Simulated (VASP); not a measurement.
AlN, 2 atoms in the cell. The structure is cubic, space group F-43m (No. 216). The conventional cell has a = 4.368 Å, b = 4.368 Å, c = 4.368 Å, α = 90.00°, β = 90.00°, γ = 90.00°. Within 2.5 Å of Al (site symmetry -43m) lie 4 N at 1.89 Å. Within 2.5 Å of N (site symmetry -43m) lie 4 Al at 1.89 Å. 

| Quantity | Value |
| --- | --- |
| Program | VASP 6.6.1 |
| Task | elastic constants |
| Functional | LDA |
| Potentials or basis | VASP PAW LDA potentials, release 64 (Al, N) |
| Cutoff | 600 eV |
| k mesh | 7 × 7 × 7 |
| Occupations | gaussian, width 0.01 eV |
| Spin | no spin polarisation |
| Dipole correction | no |
| Ions in elastic constants | relaxed |
| Further INCAR settings | ALGO = Normal; EDIFF = 1e-08; NBANDS = 11; IBRION = 6; POTIM = 0.015; NSW = 1; ISIF = 3 |

Potentials or basis: VASP PAW LDA potentials, release 64 (Al, N).

Command:

```console
$ cat potpaw_LDA.64/Al/POTCAR potpaw_LDA.64/N/POTCAR > POTCAR
$ mpirun -np 1 vasp_std > vasp.out
```

Hardware: 1 thread of Intel Xeon 6975P-C (shared host).

Q: How long does it take, and how much memory?

A: It took 2.9 min on 1 thread of Intel Xeon 6975P-C (shared host), peak memory 0.18 GiB. Counts: scf iterations 148, k points 20.
